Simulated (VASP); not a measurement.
# SiMo3 (Pm-3n) in VASP: further runs

SiMo3 is run at these levels: PBE; tasks: single point.

Everything below comes from runs of VASP 6.6.1. Logs are shortened: lines on timing, memory, paths and dates and some standing lists are left out, and cuts for length are marked.

## (1) The cell of the first run

It takes space group Pm-3n (No. 223, cubic). The conventional cell has a = 4.957 Å, b = 4.957 Å, c = 4.957 Å, α = 90.00°, β = 90.00°, γ = 90.00°. Within 3.7 Å of Si (site symmetry m-3) lie 12 Mo at 2.77 Å. Within 3.3 Å of Mo (site symmetry -4m2) lie 10 Mo at 2.48 to 3.04 Å and 4 Si at 2.77 Å.

## (2) Single point, PBE (15.23 Å³/atom)

The input, INCAR:

```
PREC = Accurate
ENCUT = 520
EDIFF = 1E-6
ISMEAR = -1
SIGMA = 0.05
LREAL = F
LASPH = T
NELM = 100
ALGO = Normal
ISIF = 2
LWAVE = F
LCHARG = F
GGA = PE
NBANDS = 56
```

The input, KPOINTS:

```
Automatic mesh
0
Gamma
  10 10 10
```

The input, POSCAR:

```
SiMo3
1.0
    4.9573889629      0.0000000000      0.0000000000
    0.0000000000      4.9573889629      0.0000000000
    0.0000000000      0.0000000000      4.9573889629
Si Mo
2 6
Direct
    0.0000000000      0.0000000000      0.0000000000
    0.5000000000      0.5000000000      0.5000000000
    0.2500000000      0.0000000000      0.5000000000
    0.5000000000      0.7500000000      0.0000000000
    0.7500000000      0.0000000000      0.5000000000
    0.5000000000      0.2500000000      0.0000000000
    0.0000000000      0.5000000000      0.7500000000
    0.0000000000      0.5000000000      0.2500000000
```

Potentials or basis: VASP PAW PBE potentials, release 64 (Si, Mo_sv).

Run with:

```sh
cat potpaw_PBE.64/Si/POTCAR potpaw_PBE.64/Mo_sv/POTCAR > POTCAR
mpirun -np 1 vasp_std > vasp.out
```

OUTCAR:

```text
PREC = Accurate
   ENCUT = 520
   EDIFF = 1E-6
   ISMEAR = -1
   LREAL = F
   LASPH = T
   NELM = 100
   ISIF = 2
   GGA = PE

 ion  position               nearest neighbor table
   1  0.000  0.000  0.000-   3 2.77   4 2.77   5 2.77   6 2.77   7 2.77   8 2.77   3 2.77   5 2.77
                             7 2.77   8 2.77   4 2.77   6 2.77
   2  0.500  0.500  0.500-   3 2.77   4 2.77   5 2.77   6 2.77   7 2.77   8 2.77   4 2.77   6 2.77
                             3 2.77   5 2.77   7 2.77   8 2.77
   3  0.250  0.000  0.500-   5 2.48   5 2.48   1 2.77   1 2.77   2 2.77   2 2.77   8 3.04   4 3.04
                             4 3.04   6 3.04   6 3.04   7 3.04   8 3.04   7 3.04
   4  0.500  0.750  0.000-   6 2.48   6 2.48   1 2.77   2 2.77   2 2.77   1 2.77   8 3.04   5 3.04
                             3 3.04   5 3.04   3 3.04   7 3.04   7 3.04   8 3.04
   5  0.750  0.000  0.500-   3 2.48   3 2.48   1 2.77   1 2.77   2 2.77   2 2.77   8 3.04   4 3.04
                             4 3.04   6 3.04   6 3.04   7 3.04   8 3.04   7 3.04
   6  0.500  0.250  0.000-   4 2.48   4 2.48   1 2.77   2 2.77   2 2.77   1 2.77   8 3.04   3 3.04
                             3 3.04   5 3.04   5 3.04   7 3.04   7 3.04   8 3.04
   7  0.000  0.500  0.750-   8 2.48   8 2.48   1 2.77   2 2.77   1 2.77   2 2.77   3 3.04   4 3.04
                             5 3.04   3 3.04   5 3.04   6 3.04   4 3.04   6 3.04
   8  0.000  0.500  0.250-   7 2.48   7 2.48   1 2.77   2 2.77   1 2.77   2 2.77   3 3.04   4 3.04
                             5 3.04   3 3.04   5 3.04   6 3.04   4 3.04   6 3.04

  LATTYP: Found a simple cubic cell.
 ALAT       =     4.9573889629

  Lattice vectors:

 A1 = (   4.9573889629,   0.0000000000,   0.0000000000)
 A2 = (   0.0000000000,   4.9573889629,   0.0000000000)
 A3 = (   0.0000000000,   0.0000000000,   4.9573889629)

Analysis of symmetry for initial positions (statically):
=====================================================================
 Subroutine PRICEL returns:
 Original cell was already a primitive cell.

 Routine SETGRP: Setting up the symmetry group for a
 simple cubic supercell.

 Subroutine GETGRP returns: Found 48 space group operations
 (whereof 24 operations were pure point group operations)
 out of a pool of 48 trial point group operations.

The static configuration has the point symmetry T_h .
 The point group associated with its full space group is O_h .

Analysis of symmetry for dynamics (positions and initial velocities):
=====================================================================
 Subroutine PRICEL returns:
 Original cell was already a primitive cell.

 Routine SETGRP: Setting up the symmetry group for a
 simple cubic supercell.

 Subroutine GETGRP returns: Found 48 space group operations
 (whereof 24 operations were pure point group operations)
 out of a pool of 48 trial point group operations.

The dynamic configuration has the point symmetry T_h .
 The point group associated with its full space group is O_h .

 Subroutine INISYM returns: Found 48 space group operations
 (whereof 24 operations are pure point group operations),
 and found     1 'primitive' translations

----------------------------------------------------------------------------------------

                                     Primitive cell

  volume of cell :     121.8313

  direct lattice vectors                    reciprocal lattice vectors
     4.957388963  0.000000000  0.000000000     0.201719092  0.000000000  0.000000000
     0.000000000  4.957388963  0.000000000     0.000000000  0.201719092  0.000000000
     0.000000000  0.000000000  4.957388963     0.000000000  0.000000000  0.201719092

  length of vectors
     4.957388963  4.957388963  4.957388963     0.201719092  0.201719092  0.201719092

  position of ions in fractional coordinates (direct lattice)
     0.000000000  0.000000000  0.000000000
     0.500000000  0.500000000  0.500000000
     0.250000000  0.000000000  0.500000000
     0.500000000  0.750000000  0.000000000
     0.750000000  0.000000000  0.500000000
     0.500000000  0.250000000  0.000000000
     0.000000000  0.500000000  0.750000000
     0.000000000  0.500000000  0.250000000

  ion indices of the primitive-cell ions
   primitive index   ion index
                 1           1
                 2           2
                 3           3
                 4           4
                 5           5
                 6           6
                 7           7
                 8           8

----------------------------------------------------------------------------------------

 KPOINTS: Automatic mesh

Automatic generation of k-mesh.
 Grid dimensions read from file:
 generate k-points for:   10   10   10

 Generating k-lattice:

  Cartesian coordinates                     Fractional coordinates (reciprocal lattice)
     0.020171909  0.000000000  0.000000000     0.100000000  0.000000000  0.000000000
     0.000000000  0.020171909  0.000000000     0.000000000  0.100000000  0.000000000
     0.000000000  0.000000000  0.020171909     0.000000000  0.000000000  0.100000000

  Length of vectors
     0.020171909  0.020171909  0.020171909

  Shift w.r.t. Gamma in fractional coordinates (k-lattice)
     0.000000000  0.000000000  0.000000000

 Subroutine IBZKPT returns following result:
 ===========================================

 Found     56 irreducible k-points:

 Following reciprocal coordinates:
            Coordinates               Weight
  0.000000  0.000000  0.000000      1.000000
  0.100000  0.000000  0.000000      6.000000
  0.200000  0.000000  0.000000      6.000000
  0.300000  0.000000  0.000000      6.000000
  0.400000  0.000000  0.000000      6.000000
  0.500000  0.000000  0.000000      3.000000
[... 16 lines left out ...]
  0.200000  0.100000  0.100000     24.000000
  0.300000  0.100000  0.100000     24.000000
 [... further k-points ...]
   k-points           NKPTS =     56   k-points in BZ     NKDIM =     56   number of bands    NBANDS=     56
   number of dos      NEDOS =    301   number of ions     NIONS =      8
   total plane-waves  NPLWV =  64000
   dimension x,y,z NGX =    40 NGY =   40 NGZ =   40
   dimension x,y,z NGXF=    80 NGYF=   80 NGZF=   80
   ions per type =               2   6
   NGX,Y,Z   is equivalent  to a cutoff of  13.41, 13.41, 13.41 a.u.
   NGXF,Y,Z  is equivalent  to a cutoff of  26.83, 26.83, 26.83 a.u.
 SYSTEM =  unknown system
   PREC   = accura    normal or accurate (medium, high low for compatibility)
   ISTART =      0    job   : 0-new  1-cont  2-samecut
   ICHARG =      2    charge: 1-file 2-atom 10-const
   ISPIN  =      1    spin polarized calculation?
   LNONCOLLINEAR =      F non collinear calculations
   LSORBIT =      F    spin-orbit coupling
   LASPH  =      T    aspherical Exc in radial PAW
   ENCUT  =  520.0 eV  38.22 Ry    6.18 a.u.   9.22  9.22  9.22*2*pi/ulx,y,z
   NELM   =    100;   NELMIN=  2; NELMDL= -5     # of ELM steps
   EDIFF  = 0.1E-05   stopping-criterion for ELM
   LREAL  =      F    real-space projection
   EDIFFG = 0.1E-04   stopping-criterion for IOM
   NSW    =      0    number of steps for IOM
   IBRION =     -1    ionic relax: 0-MD 1-quasi-New 2-CG
   NFREE  =      0    steps in history (QN), initial steepest desc. (CG)
   ISIF   =      2    stress and relaxation
   ISYM   =      2    0-nonsym 1-usesym 2-fastsym
   POTIM  = 0.5000    time-step for ionic-motion
   TEBEG  =    0.0;   TEEND  =   0.0 temperature during run
   PSTRESS=    0.0 pullay stress
   NELECT =      92.0000    total number of electrons
   NUPDOWN=      -1.0000    fix difference up-down
   EMIN   =  10.00;   EMAX   =-10.00  energy-range for DOS
   EFERMI =   0.00;   METHOD = LEGACY
   ISMEAR =    -1;   SIGMA  =   0.05  broadening in eV -4-tet -1-fermi 0-gaus
   EFERMI_NEDOS =   21; number of points for ismear=-14 and -15
   IALGO  =     38    algorithm
   IMIX   =      4    mixing-type and parameters
     AMIX     =   0.40;   BMIX     =  1.00
     AMIX_MAG =   1.60;   BMIX_MAG =  1.00
  volume/ion in A,a.u.               =      15.23       102.77
  Fermi-wavevector in a.u.,A,eV,Ry     =   1.490794  2.817193 30.238516  2.222468
  Thomas-Fermi vector in A             =   2.603531
   LORBIT       =      0    0 simple, 1 ext, 2 COOP (PROOUT), +10 PAW based schemes
   GGA     = PE    functional components
   LHFCALC =     F    Hartree Fock is set to
   AEXX    =    0.0000 exact exchange contribution
   IVDW    =     0    specifies the selected vdW correction
   LEPSILON=     F    determine dielectric tensor
   LRPA    =     F    only Hartree local field effects (RPA)
 non-spin polarized calculation
  energy-cutoff  :      520.00
  volume of cell :      121.83
 maximum number of plane-waves:      3328
 NGX is ok and might be reduce to    40
   NGX = 19   NGY = 19   NGZ = 19

 number of electron      92.0000002 magnetization

 Free energy of the ion-electron system (eV)
  ---------------------------------------------------
  ext. energy  EPLUGINS =         0.00000000
  ---------------------------------------------------
  free energy    TOTEN  =       -78.93812923 eV

  energy without entropy =      -78.90416155  energy(sigma->0) =      -78.92114539

 E-fermi :  12.1210     XC(G=0): -12.8906

 val. band max:       12.1128697106   @ k =   0.5000   0.4000   0.0000
 cond. band min:      12.1250549045   @ k =   0.4000   0.3000   0.2000
 fundamental gap:      0.0121851939
 Fermi energy:        12.1209713447

 k-point     1 :       0.0000    0.0000    0.0000
  band No.  band energies     occupation
      1     -49.1513      2.00000
      2     -49.0551      2.00000
      3     -49.0551      2.00000
      4     -48.7687      2.00000
      5     -48.7687      2.00000
      6     -48.7687      2.00000
[... 48 lines left out ...]
     55      14.7060      0.00000
     56      14.7060      0.00000

 k-point     2 :       0.1000    0.0000    0.0000
  band No.  band energies     occupation
      1     -49.1474      2.00000
      2     -49.0568      2.00000
      3     -49.0500      2.00000
      4     -48.7766      2.00000
      5     -48.7687      2.00000
      6     -48.7687      2.00000
[... 48 lines left out ...]
     55      14.6459      0.00000
     56      14.7532      0.00000
[... 1237 lines left out ...]
     55      14.5132      0.00000
     56      14.8482      0.00000

 k-point    24 :       0.3000    0.1000    0.1000
  band No.  band energies     occupation
      1     -49.1142      2.00000
      2     -49.0630      2.00000
      3     -49.0075      2.00000
      4     -48.8346      2.00000
      5     -48.7770      2.00000
      6     -48.7761      2.00000
[... 48 lines left out ...]
     55      14.4561      0.00000
     56      14.6949      0.00000

 [... further k-points ...]
[... 5 lines left out ...]
  --------------------------------------------------------------------------------------
  -------------------------------------------------------------------------------------
  Total       -5.2161360     -5.2161360     -5.2161360      0.0000000     -0.0000000     -0.0000000
  in kB      -68.5962707    -68.5962707    -68.5962707      0.0000000     -0.0000000     -0.0000000
  external PRESSURE =     -68.5962707 kB  Pullay stress =       0.0000000 kB

 VOLUME and BASIS-vectors are now :
 -----------------------------------------------------------------------------
  energy-cutoff  :      520.00
  volume of cell :      121.83
      direct lattice vectors                 reciprocal lattice vectors
     4.957388963  0.000000000  0.000000000     0.201719092  0.000000000  0.000000000
     0.000000000  4.957388963  0.000000000     0.000000000  0.201719092  0.000000000
     0.000000000  0.000000000  4.957388963     0.000000000  0.000000000  0.201719092

 POSITION                                       TOTAL-FORCE (eV/Angst)
 -----------------------------------------------------------------------------------
      0.00000      0.00000      0.00000         0.000000      0.000000     -0.000000
      2.47869      2.47869      2.47869         0.000000      0.000000     -0.000000
      1.23935      0.00000      2.47869         0.000000     -0.000000     -0.000000
      2.47869      3.71804      0.00000        -0.000000      0.000000     -0.000000
      3.71804      0.00000      2.47869        -0.000000     -0.000000      0.000000
      2.47869      1.23935      0.00000         0.000000     -0.000000      0.000000
      0.00000      2.47869      3.71804        -0.000000     -0.000000      0.000000
      0.00000      2.47869      1.23935         0.000000      0.000000     -0.000000
 -----------------------------------------------------------------------------------
    total drift:                                0.000000     -0.000000      0.000000

  FREE ENERGIE OF THE ION-ELECTRON SYSTEM (eV)
  ---------------------------------------------------
  free  energy   TOTEN  =       -78.9381292276 eV

  energy  without entropy=      -78.9041615516  energy(sigma->0) =      -78.92114539
```

Run time: 3.2 min. Hardware: 1 thread of AMD EPYC 9R45 (Zen 5), shared host; peak memory 0.38 GiB.

Results:

| Property | Result |
| --- | --- |
| Free energy | -78.9381 eV |
| Pressure | -6.9 GPa |
| Band gap on the k mesh | zero (bands 46 and 47 overlap by 2.37 eV) |

Caveat: the cell stands under tension.

## (3) Single point, PBE (14.06 Å³/atom)

This run uses another cell than the first one, of 14.06 Å³/atom.

The input, INCAR:

```
SYSTEM = SiMo3
PREC = Accurate
ENCUT = 520
EDIFF = 1E-6
ISMEAR = -1
SIGMA = 0.05
LREAL = .False.
LASPH = .True.
NELM = 60
ALGO = Normal
ISIF = 2
LWAVE = .False.
LCHARG = .False.
GGA = PE
NBANDS = 56
```

The input, KPOINTS:

```
Automatic mesh
0
Gamma
  10 10 10
  0 0 0
```

Edit POSCAR of step 2 so:

```diff
@@ -2,5 +2,5 @@
 1.0
-    4.9573889629      0.0000000000      0.0000000000
-    0.0000000000      4.9573889629      0.0000000000
-    0.0000000000      0.0000000000      4.9573889629
+    4.8268702719      0.0000000000      0.0000000000
+    0.0000000000      4.8268702719      0.0000000000
+    0.0000000000      0.0000000000      4.8268702719
 Si Mo
```

Potentials or basis: VASP PAW PBE potentials, release 64 (Si, Mo_sv).

Run with:

```sh
cat potpaw_PBE.64/Si/POTCAR potpaw_PBE.64/Mo_sv/POTCAR > POTCAR
mpirun -np 1 vasp_std > vasp.out
```

Wall time 3.3 min (1 thread of Intel Xeon Platinum 8488C (Sapphire Rapids), shared host); peak memory 0.36 GiB.

Results (log left out):

| Property | Result |
| --- | --- |
| Free energy | -78.7663 eV |
| Pressure | 14.1 GPa |
| Band gap on the k mesh | zero (bands 46 and 47 overlap by 2.51 eV) |

Levels at points of the mesh, in eV from the Fermi level:
| k point | band 42 | band 43 | band 44 | band 45 | band 46 | band 47 | band 48 | band 49 | band 50 | band 51 |
| --- | --- | --- | --- | --- | --- | --- | --- | --- | --- | --- |
| (0.00, 0.00, 0.00) | -2.29 | -1.65 | -1.65 | 1.31 | 1.31 | 1.31 | 2.27 | 2.49 | 2.49 | 2.77 |
| (0.50, 0.00, 0.00) | -2.59 | -1.75 | -1.75 | 0.28 | 0.28 | 0.95 | 0.95 | 1.58 | 1.58 | 1.64 |
| (0.50, 0.50, 0.00) | -1.33 | -1.21 | -0.89 | -0.89 | -0.77 | -0.75 | -0.57 | -0.10 | 0.28 | 0.84 |
| (0.50, 0.50, 0.50) | -1.88 | -1.21 | -1.21 | -1.21 | -1.21 | -1.21 | -1.21 | 1.32 | 1.32 | 1.32 |

Caveat: the cell stands under pressure.

## (4) Single point, PBE (14.35 Å³/atom)

This run uses another cell than the first one, of 14.35 Å³/atom.

The input, INCAR:

```
SYSTEM = SiMo3
PREC = Accurate
ENCUT = 520
EDIFF = 1E-7
ISMEAR = -1
SIGMA = 0.05
LREAL = .FALSE.
LASPH = .TRUE.
NELM = 80
ALGO = Normal
ISIF = 2
LWAVE = .FALSE.
LCHARG = .FALSE.
GGA = PE
NBANDS = 56
```

The input, KPOINTS:

```
Automatic mesh
0
G
  10 10 10
  0 0 0
```

Edit POSCAR of step 3 so:

```diff
@@ -2,5 +2,5 @@
 1.0
-    4.8268702719      0.0000000000      0.0000000000
-    0.0000000000      4.8268702719      0.0000000000
-    0.0000000000      0.0000000000      4.8268702719
+    4.8601600843      0.0000000000      0.0000000000
+    0.0000000000      4.8601600843      0.0000000000
+    0.0000000000      0.0000000000      4.8601600843
 Si Mo
```

Potentials or basis: VASP PAW PBE potentials, release 64 (Si, Mo_sv).

Run with:

```sh
cat potpaw_PBE.64/Si/POTCAR potpaw_PBE.64/Mo_sv/POTCAR > POTCAR
mpirun -np 1 vasp_std > vasp.out
```

OUTCAR:

```text
SYSTEM = SiMo3
   PREC = Accurate
   ENCUT = 520
   EDIFF = 1E-7
   ISMEAR = -1
   LREAL = .FALSE.
   LASPH = .TRUE.
   NELM = 80
   ISIF = 2
   GGA = PE

 ion  position               nearest neighbor table
   1  0.000  0.000  0.000-   3 2.72   4 2.72   5 2.72   6 2.72   7 2.72   8 2.72   3 2.72   5 2.72
                             7 2.72   8 2.72   4 2.72   6 2.72
   2  0.500  0.500  0.500-   3 2.72   4 2.72   5 2.72   6 2.72   7 2.72   8 2.72   4 2.72   6 2.72
                             3 2.72   5 2.72   7 2.72   8 2.72
   3  0.250  0.000  0.500-   5 2.43   5 2.43   1 2.72   1 2.72   2 2.72   2 2.72   8 2.98   4 2.98
                             4 2.98   6 2.98   6 2.98   7 2.98   8 2.98   7 2.98
[... 1640 lines left out ...]
  external PRESSURE =      79.8786228 kB  Pullay stress =       0.0000000 kB

 VOLUME and BASIS-vectors are now :
 -----------------------------------------------------------------------------
  energy-cutoff  :      520.00
  volume of cell :      114.80
      direct lattice vectors                 reciprocal lattice vectors
     4.860160084  0.000000000  0.000000000     0.205754539  0.000000000  0.000000000
     0.000000000  4.860160084  0.000000000     0.000000000  0.205754539  0.000000000
     0.000000000  0.000000000  4.860160084     0.000000000  0.000000000  0.205754539

 POSITION                                       TOTAL-FORCE (eV/Angst)
 -----------------------------------------------------------------------------------
      0.00000      0.00000      0.00000         0.000000      0.000000      0.000000
      2.43008      2.43008      2.43008         0.000000      0.000000      0.000000
      1.21504      0.00000      2.43008         0.000000      0.000000     -0.000000
      2.43008      3.64512      0.00000        -0.000000     -0.000000     -0.000000
      3.64512      0.00000      2.43008        -0.000000     -0.000000     -0.000000
      2.43008      1.21504      0.00000         0.000000      0.000000      0.000000
      0.00000      2.43008      3.64512        -0.000000     -0.000000      0.000000
      0.00000      2.43008      1.21504        -0.000000      0.000000     -0.000000
 -----------------------------------------------------------------------------------
    total drift:                                0.000000      0.000000     -0.000000

  FREE ENERGIE OF THE ION-ELECTRON SYSTEM (eV)
  ---------------------------------------------------
  free  energy   TOTEN  =       -78.9278836015 eV

  energy  without entropy=      -78.8969632428  energy(sigma->0) =      -78.91242342
```

stdout:

```text
POSCAR found type information on POSCAR SiMo
 POSCAR found :  2 types and       8 ions
 scaLAPACK will be used
 LDA part: xc-table for (Slater+PW92), standard interpolation
 POSCAR, INCAR and KPOINTS ok, starting setup
 FFT: planning ... GRIDC
 FFT: planning ... GRID_SOFT
 FFT: planning ... GRID
 WAVECAR not read
 entering main loop
```

Wall time 3.8 min (1 thread of Intel Xeon Platinum 8488C (Sapphire Rapids), shared host); peak memory 0.37 GiB.

Results:

```yaml
Free_energy: -78.9279 eV
Pressure: 8.0 GPa
Band_gap_on_the_k_mesh: zero (bands 46 and 47 overlap by 2.48 eV)
```

Levels at points of the mesh, in eV from the Fermi level:
```tsv
k point	band 42	band 43	band 44	band 45	band 46	band 47	band 48	band 49	band 50	band 51
(0.00, 0.00, 0.00)	-2.23	-1.61	-1.61	1.27	1.27	1.27	2.15	2.42	2.42	2.70
(0.50, 0.00, 0.00)	-2.52	-1.73	-1.73	0.26	0.26	0.94	0.94	1.54	1.54	1.61
(0.50, 0.50, 0.00)	-1.28	-1.16	-0.89	-0.89	-0.78	-0.72	-0.53	-0.11	0.25	0.84
(0.50, 0.50, 0.50)	-1.81	-1.21	-1.21	-1.21	-1.21	-1.21	-1.21	1.29	1.29	1.29
```

Caveat: the cell stands under pressure.

## (5) Summary

| cell | gap on the mesh (eV) | pressure (GPa) |
| --- | --- | --- |
| a = 4.957 Å, 8 atoms | none | -6.9 |
| a = 4.827 Å, 8 atoms | none | 14.1 |
| a = 4.860 Å, 8 atoms | none | 8.0 |

Alike in all rows: task single point; level PBE; potentials or basis VASP PAW PBE potentials, release 64 (Si, Mo_sv); no spin polarisation; k mesh 10 × 10 × 10; cutoff (eV) 520; smearing fermi-dirac 0.05 eV.

Caveats: the cell stands under pressure (at least some runs); the cell stands under tension (at least some runs).

Absolute energies hang on the potentials; compare differences alone.
